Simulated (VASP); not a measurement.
A run of VASP 6.6.1 is set up as follows.

Contents of INCAR:

```
SYSTEM = Na
  ALGO = Fast
  EDIFF = 1E-7
  ENCUT = 520
  GGA = PE
  ISIF = 2
  ISMEAR = 0
  LASPH = .TRUE.
  LCHARG = .FALSE.
  LREAL = .FALSE.
  LWAVE = .FALSE.
  NBANDS = 10
  NELM = 100
  PREC = Accurate
  SIGMA = 0.15
```

File KPOINTS:

```
k-points
0
G
  16 16 16
  0 0 0
```

Contents of POSCAR:

```
Na
1.0
   -2.0513281250      2.1175000000      2.0513281250
    2.1836718750     -2.1175000000      2.1836718750
    2.0513281250      2.1175000000     -2.0513281250
Na
1
Direct
    0.0000000000      0.0000000000      0.0000000000
```

Potentials or basis: VASP PAW PBE potentials, release 64 (Na_pv).

Command:

```sh
$ cat potpaw_PBE.64/Na_pv/POTCAR > POTCAR
$ mpirun -np 1 vasp_std > vasp.out
```

Task: Predict the pressure.

Result: -0.2 GPa.

Stress tensor (GPa, compression positive):
```
-0.21  0.00 -0.39
 0.00 -0.17  0.00
-0.39  0.00 -0.21
```

Caveat: the cell differs from its parent crystal (strain +0.0625 x Voigt [0, 0, 0, 0, 1, 0]).
